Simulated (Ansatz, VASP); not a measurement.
## W in VASP and in Ansatz

```xyz
2
Lattice="2.8248 0.0000 0.0000 -1.4124 2.4464 0.0000 0.0000 0.0000 5.0400" Properties=species:S:1:pos:R:3 pbc="T T T"
W     0.0000    1.6309    1.2600
W     1.4124    0.8155    3.7800
```

Alike in both runs: task single point; functional RPBE; k mesh 15 × 15 × 7; occupations fermi-dirac, width 0.1 eV; no spin polarisation.

|  | VASP | Ansatz |
| --- | --- | --- |
| version | VASP 6.6.1 | Ansatz 0.2.0 |
| potentials or method | VASP PAW PBE potentials, release 64 (W_sv), cutoff 520 eV | plane waves (420 eV) with PAW, scalar-relativistic |
| valence electrons in the cell | 28 | 28 |

```tsv
	VASP	Ansatz	Ansatz less VASP
pressure (GPa)	-9.5	-9.8	-0.31
traceless stress, the component that is largest in VASP (GPa)	1.06	1.16	+0.101
```

VASP's potentials were made for PBE, not for RPBE.

Neither program's run includes spin-orbit coupling.
